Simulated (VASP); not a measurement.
Write the native input for VASP 6.6.1 that does the following.

- Task: single point
- Functional: PBEsol
- Potentials or basis: VASP PAW PBE potentials, release 64 (Cu)
- Cutoff: 520 eV
- k mesh: 24 × 24 × 24
- Occupations: gaussian, width 0.15 eV
- Spin: no spin polarisation
- Dipole correction: no
- Further INCAR settings: ALGO = Fast; EDIFF = 1e-07; NBANDS = 12

The structure of Cu lies in POSCAR:

```
Cu
1.0
   -1.4427933200      1.4427933200      1.3554402282
    1.4427933200     -1.4427933200      1.3554402282
    1.4427933200      1.4427933200     -1.3554402282
Cu
1
Direct
    0.0000000000      0.0000000000      0.0000000000
```

This cell differs from its parent crystal: strain +0.000 along x and y, -0.015 along z.

These files were run (other wordings do the same):

INCAR

```
SYSTEM = Cu
PREC     = Accurate       ! precision mode
ENCUT    = 520            ! plane-wave cutoff, eV
EDIFF    = 1E-7           ! SCF threshold, eV
ISMEAR   = 0              ! smearing method
SIGMA    = 0.15           ! smearing width, eV
LREAL    = .FALSE.        ! projectors in reciprocal space
LASPH    = .TRUE.         ! aspherical terms in the spheres
NELM     = 60             ! most SCF steps
ALGO     = Fast           ! electronic algorithm
ISIF     = 2              ! what is computed and relaxed
LWAVE    = .FALSE.        ! write WAVECAR
LCHARG   = .TRUE.         ! write CHGCAR
GGA      = PS             ! functional
LELF     = .TRUE.         ! ELF
LVHAR    = .TRUE.       
NBANDS   = 12             ! bands
```

KPOINTS

```
Automatic mesh
0
G
  24 24 24
  0 0 0
```

Potentials or basis: VASP PAW PBE potentials, release 64 (Cu).

Command:

```console
$ cat potpaw_PBE.64/Cu/POTCAR > POTCAR
$ mpirun -np 1 vasp_std > vasp.out
```

Results of the run:

```json
{
 "Pressure": "2.4 GPa"
}
```

Caveat: the cell differs from its parent crystal (strain +0.000 along x and y, -0.015 along z); the PAW data sets were made with another functional, which shifts forces and pressure a little.

Wall time 94 s on 1 thread of Intel(R) Xeon(R) Platinum 8559C (Emerald Rapids), on a shared host, peak memory 0.24 GiB.
